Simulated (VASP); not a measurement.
Ca: single point with PBE

Crystal: Ca.

```
Ca
1.0
     3.42300    0.01277    0.00757
     0.01277    3.40514    0.00167
     0.00757    0.00167    3.43964
Ca
1
Direct
  0.00000 0.00000 0.00000
```

This cell differs from its parent crystal: the cell strained at random.

```json
{
 "Program": "VASP 6.6.1",
 "Task": "single point",
 "Functional": "PBE",
 "Potentials or basis": "VASP PAW PBE potentials, release 64 (Ca_sv)",
 "Cutoff": "520 eV",
 "k mesh": "12 × 12 × 12",
 "Occupations": "gaussian, width 0.1 eV",
 "Spin": "no spin polarisation",
 "Dipole correction": "no",
 "Further INCAR settings": "ALGO = Fast; EDIFF = 1e-07; NBANDS = 11"
}
```

| Property | Result |
| --- | --- |
| Pressure | 1.0 GPa |
| Band gap on the k mesh | zero (band 5 reaches 2.68 eV, above the bottom of band 6 at 1.58 eV) |

Stress tensor (GPa, compression positive):
```
0.96 0.07 0.04
0.07 1.33 0.01
0.04 0.01 0.63
```

Levels at points of the mesh, in eV from the Fermi level:
| k point | band 2 | band 3 | band 4 | band 5 | band 6 | band 7 | band 8 | band 9 |
| --- | --- | --- | --- | --- | --- | --- | --- | --- |
| (0.00, 0.00, 0.00) | -22.95 | -22.95 | -22.95 | -3.96 | 0.82 | 0.82 | 4.31 | 4.33 |
| (0.50, 0.00, 0.00) | -23.22 | -22.93 | -22.92 | -1.16 | -0.47 | 1.36 | 2.96 | 3.03 |
| (0.00, 0.50, 0.00) | -23.23 | -22.93 | -22.93 | -1.12 | -0.45 | 1.38 | 2.94 | 2.98 |
| (0.50, 0.50, 0.00) | -23.19 | -23.18 | -22.91 | -0.50 | 1.04 | 2.57 | 2.67 | 3.27 |
| (0.00, 0.00, 0.50) | -23.21 | -22.93 | -22.92 | -1.19 | -0.50 | 1.34 | 3.01 | 3.04 |
| (0.50, 0.00, 0.50) | -23.19 | -23.18 | -22.90 | -0.49 | 0.97 | 2.52 | 2.58 | 3.34 |
| (0.00, 0.50, 0.50) | -23.19 | -23.17 | -22.90 | -0.50 | 1.00 | 2.57 | 2.60 | 3.29 |
| (0.50, 0.50, 0.50) | -23.16 | -23.15 | -23.14 | 0.60 | 0.63 | 0.68 | 5.14 | 5.18 |

It took 3 min on 1 thread of Intel(R) Xeon(R) 6975P-C (Granite Rapids) (shared host), peak memory 0.46 GiB.

Caveat: the cell differs from its parent crystal (the cell strained at random).
